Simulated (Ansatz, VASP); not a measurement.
Au in VASP and in Ansatz

```
Au
1.0
    -6.07295   -6.07295    0.00000
     0.00000   -6.07295    6.07295
    -6.07295    0.00000    6.07295
Au
26
Direct
  0.33944 0.00000 0.00000
  0.99390 0.00000 0.00000
  0.66667 0.32723 0.00000
  0.33944 0.32723 0.00000
  0.99982 0.33315 0.00054
  0.66667 0.67277 0.00000
  0.33351 0.66685 0.99946
  0.99390 0.67277 0.00000
  0.66667 0.00000 0.32723
  0.33944 0.00000 0.32723
  0.99982 0.00054 0.33315
  0.66721 0.33315 0.33315
  0.33401 0.33265 0.33265
  0.99982 0.33315 0.33315
  0.66667 0.67277 0.32723
  0.33401 0.66735 0.33265
  0.99932 0.66735 0.33265
  0.66667 0.00000 0.67277
  0.33351 0.99946 0.66685
  0.99390 0.00000 0.67277
  0.66667 0.32723 0.67277
  0.33401 0.33265 0.66735
  0.99932 0.33265 0.66735
  0.66612 0.66685 0.66685
  0.33351 0.66685 0.66685
  0.99932 0.66735 0.66735
```

Change from the starting cell: Au vacancy (site a), charge +0, atoms relaxed at the host's cell.

Alike in both runs: functional LDA; k mesh 4 × 4 × 4; occupations gaussian, width 0.1 eV; no spin polarisation.

Ansatz relaxed the structure, and its values are those at the end. VASP's run is a single point on that final structure, the one shown.

|  | VASP | Ansatz |
| --- | --- | --- |
| version | VASP 6.6.1 | Ansatz 0.2.0 |
| potentials or method | VASP PAW LDA potentials, release 64 (Au), cutoff 520 eV | scalar-relativistic, plane waves, PAW |
| valence electrons in the cell | 286 | 494 |

```csv
,VASP,Ansatz,Ansatz less VASP
gap on the k mesh at the Fermi level (eV),none,none,-
rms of the force components (eV/Å),0.004,0.005,+0.0019
```

LDA's correlation is that of Perdew and Zunger in VASP and of Perdew and Wang (1992) in Ansatz. A gap of «none» marks a metal or a gap that the smearing closes. VASP's potentials hold 286 valence electrons a cell and Ansatz's 494, so a difference there can come from the potentials and not from the codes.

Spin-orbit coupling is off throughout.
